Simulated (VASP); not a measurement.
Wanted: the native input for a VASP 6.6.1 run.

```
Task                               : single point
Functional                         : HSE06
Potentials or basis                : VASP PAW PBE potentials, release 64 (Na_pv, F)
Cutoff                             : 520 eV
k mesh                             : 6 × 6 × 6
Occupations                        : gaussian, width 0.01 eV
Spin                               : no spin polarisation
Dipole correction                  : no
Grid for exact exchange (PRECFOCK) : Normal
Further INCAR settings             : ALGO = Normal; EDIFF = 1e-06; NBANDS = 14
Share of exact exchange            : 0.25
Screening parameter                : 0.2079 1/Å
```

NaF:

```xyz
2
Lattice="0.0000 2.2972 2.2972 2.2972 0.0000 2.2972 2.2972 2.2972 0.0000" Properties=species:S:1:pos:R:3 pbc="T T T"
Na    0.0000    0.0000    0.0000
F     2.2972    2.2972    2.2972
```

One way to write it, as run:

POSCAR

```
NaF
1.0
    0.0000000000      2.2972417895      2.2972417895
    2.2972417895      0.0000000000      2.2972417895
    2.2972417895      2.2972417895      0.0000000000
Na F
1 1
Direct
    0.0000000000      0.0000000000      0.0000000000
    0.5000000000      0.5000000000      0.5000000000
```

INCAR.step1

```
SYSTEM = NaF
  PREC = Accurate
  ENCUT = 520
  EDIFF = 1E-5
  ISMEAR = 0
  SIGMA = 0.01
  LREAL = .False.
  LASPH = .True.
  NELM = 100
  ALGO = Normal
  ISIF = 2
  LWAVE = .True.
  NBANDS = 14
  GGA = PE
```

INCAR.step2

```
SYSTEM = NaF
  PREC = Accurate
  ENCUT = 520
  EDIFF = 1E-6
  ISMEAR = 0
  SIGMA = 0.01
  LREAL = .False.
  LASPH = .True.
  NELM = 100
  ALGO = Normal
  ISIF = 2
  LWAVE = .False.
  LCHARG = .True.
  GGA = PE
  LHFCALC = .True.
  HFSCREEN = 0.2079
  PRECFOCK = Normal
  LELF = .True.
  LVHAR = .True.
  NBANDS = 14
  ISTART = 1
```

KPOINTS

```
Automatic mesh
0
Gamma
  6 6 6
  0 0 0
```

Potentials or basis: VASP PAW PBE potentials, release 64 (Na_pv, F).

The run is started by

```console
$ cat potpaw_PBE.64/Na_pv/POTCAR potpaw_PBE.64/F/POTCAR > POTCAR
$ cp INCAR.step1 INCAR
$ mpirun -np 1 vasp_std > vasp.out
$ cp INCAR.step2 INCAR
$ mpirun -np 1 vasp_std > vasp.out
```

Results of the run:

The pressure is 1.6 GPa. The band gap on the k mesh is 8.60 eV.

Caveat: the PAW data sets were made with another functional, which shifts forces and pressure a little.

It took 6.2 min on 1 thread of Intel(R) Xeon(R) 6975P-C (Granite Rapids), with other jobs on the host, peak memory 0.24 GiB.
